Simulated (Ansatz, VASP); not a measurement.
**One calculation of HfO2, two programs**

INCAR

```
PREC = Accurate ; ENCUT = 520
EDIFF = 1E-6 ; ISMEAR = -1
SIGMA = 0.05 ; LREAL = False
LASPH = True ; NELM = 100
ALGO = Normal ; ISIF = 2
LWAVE = False ; LCHARG = False
GGA = RP ; NBANDS = 56
```

File KPOINTS:

```
regular mesh
0
Gamma
  5 6 5
```

The input POSCAR:

```
HfO2
1.0
    5.2194633600      0.0000000000      0.0000000000
    0.0000000000      5.0047636900      0.0000000000
    0.0000000000      0.0000000000      5.0326850500
Hf O
4 8
Direct
    0.9669940000      0.7325208200      0.7414403500
    0.5330060000      0.7325208200      0.2414403500
    0.4669940000      0.2674791800      0.7414403500
    0.0330060000      0.2674791800      0.2414403500
    0.6321274500      0.9286454000      0.8792672600
    0.8678725500      0.9286454000      0.3792672600
    0.2339485200      0.5398830500      0.4922923900
    0.2660514800      0.5398830500      0.9922923900
    0.7660514800      0.4601169500      0.9922923900
    0.7339485200      0.4601169500      0.4922923900
    0.1321274500      0.0713546000      0.8792672600
    0.3678725500      0.0713546000      0.3792672600
```

The input input.yaml:

```yaml
crystal:
  lattice:
    - [5.21946336, 0.0, 0.0]
    - [0.0, 5.00476369, 0.0]
    - [0.0, 0.0, 5.03268505]
  atoms:
    - { symbol: Hf, position: [0.966994, 0.73252082, 0.74144035] }
    - { symbol: Hf, position: [0.533006, 0.73252082, 0.24144035] }
    - { symbol: Hf, position: [0.466994, 0.26747918, 0.74144035] }
    - { symbol: Hf, position: [0.033006, 0.26747918, 0.24144035] }
    - { symbol: O, position: [0.63212745, 0.9286454, 0.87926726] }
    - { symbol: O, position: [0.86787255, 0.9286454, 0.37926726] }
    - { symbol: O, position: [0.23394852, 0.53988305, 0.49229239] }
    - { symbol: O, position: [0.26605148, 0.53988305, 0.99229239] }
    - { symbol: O, position: [0.76605148, 0.46011695, 0.99229239] }
    - { symbol: O, position: [0.73394852, 0.46011695, 0.49229239] }
    - { symbol: O, position: [0.13212745, 0.0713546, 0.87926726] }
    - { symbol: O, position: [0.36787255, 0.0713546, 0.37926726] }
hamiltonian:
  xc: rpbe
  pseudopotentials: { kind: paw }
kpoints:
  mp_grid: { grid: [5, 6, 5] }
scf:
  occupations: { method: fermi_dirac, width: 0.05 }
output:
  forces: true
  stress: true
  eigenvalues: true
```

Alike in both runs: task single point; functional RPBE; k mesh 5 × 6 × 5; occupations fermi-dirac, width 0.05 eV; no spin polarisation.

|  | VASP | Ansatz |
| --- | --- | --- |
| version | VASP 6.6.1 | Ansatz 0.2.0 |
| potentials or method | VASP PAW PBE potentials, release 64 (Hf_pv, O) | Ansatz PAW |
| plane-wave cutoff (eV) | 520 | 420 |
| valence electrons in the cell | 88 | 152 |

VASP gave:

- gap on the k mesh at the Fermi level (eV): 4.52
- least direct gap on the mesh (eV): 4.71
- pressure (GPa): 11.4
- traceless stress, the component that is largest in VASP (GPa): -0.24
- rms of the force components (eV/Å): 0.038

Q: What did Ansatz give for the same quantities?

A: gap on the k mesh at the Fermi level (eV): 4.57; least direct gap on the mesh (eV): 4.75; pressure (GPa): 14.9; traceless stress, the component that is largest in VASP (GPa): -0.33; rms of the force components (eV/Å): 0.065.

VASP's potentials were made for PBE, not for RPBE. Atom by atom the forces differ by 0.030 eV/Å (rms over components). VASP's potentials hold 88 valence electrons a cell and Ansatz's 152, so a difference there can come from the potentials and not from the codes.

Spin-orbit coupling is off throughout. Noted on Ansatz's run: odd divisions of the mesh miss points on the zone boundary, where band edges often lie, so the gap on the mesh can be too wide.
